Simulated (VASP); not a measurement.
Here is a VASP 6.6.1 calculation.

Contents of POSCAR:

```
AlN
1.0
    3.1135756528      0.0000000000      0.0000000000
   -1.5567878264      2.6964356119      0.0000000000
    0.0000000000      0.0000000000      4.9831268775
Al N
2 2
Direct
    0.3333333333      0.6666666667     -0.0177043213
    0.6666666667      0.3333333333      0.4822956787
    0.3333333333      0.6666666667      0.3997043213
    0.6666666667      0.3333333333      0.8997043213
```

The input INCAR.step1:

```
SYSTEM = AlN
PREC = Accurate
ENCUT = 520
ISMEAR = 0
SIGMA = 0.01
LREAL = .FALSE.
LASPH = .TRUE.
NELM = 100
NBANDS = 16
GGA = PE
ALGO = Normal
EDIFF = 1E-4
LWAVE = .TRUE.
LCHARG = .FALSE.
```

INCAR.step2

```
SYSTEM = AlN
PREC = Accurate
ENCUT = 520
EDIFF = 1E-6
ISMEAR = 0
SIGMA = 0.01
LREAL = .FALSE.
LASPH = .TRUE.
NELM = 100
ALGO = Normal
ISIF = 2
LWAVE = .FALSE.
LCHARG = .FALSE.
METAGGA = R2SCAN
LMIXTAU = .TRUE.
NBANDS = 16
ISTART = 1
```

KPOINTS

```
regular mesh
0
G
  9 9 6
  0 0 0
```

Potentials or basis: VASP PAW PBE potentials, release 64 (Al, N).

Run with:

```console
$ cat potpaw_PBE.64/Al/POTCAR potpaw_PBE.64/N/POTCAR > POTCAR
$ cp INCAR.step1 INCAR
$ mpirun -np 1 vasp_std > vasp.out
$ cp INCAR.step2 INCAR
$ mpirun -np 1 vasp_std > vasp.out
```

Task: Predict the largest force.

Result: 1.341 eV/Å.

Task: Predict the pressure.

Result: 0.4 GPa.

Task: Predict the band gap on the k mesh.

Result: 4.27 eV, direct.

Stress tensor (GPa, compression positive):
```
  5.94   0.00   0.00
  0.00   5.94   0.00
  0.00   0.00 -10.55
```

Caveat: the PAW data sets were made with another functional, which shifts forces and pressure a little. r2SCAN opens gaps a little over a GGA but as a rule still falls short of measured ones.
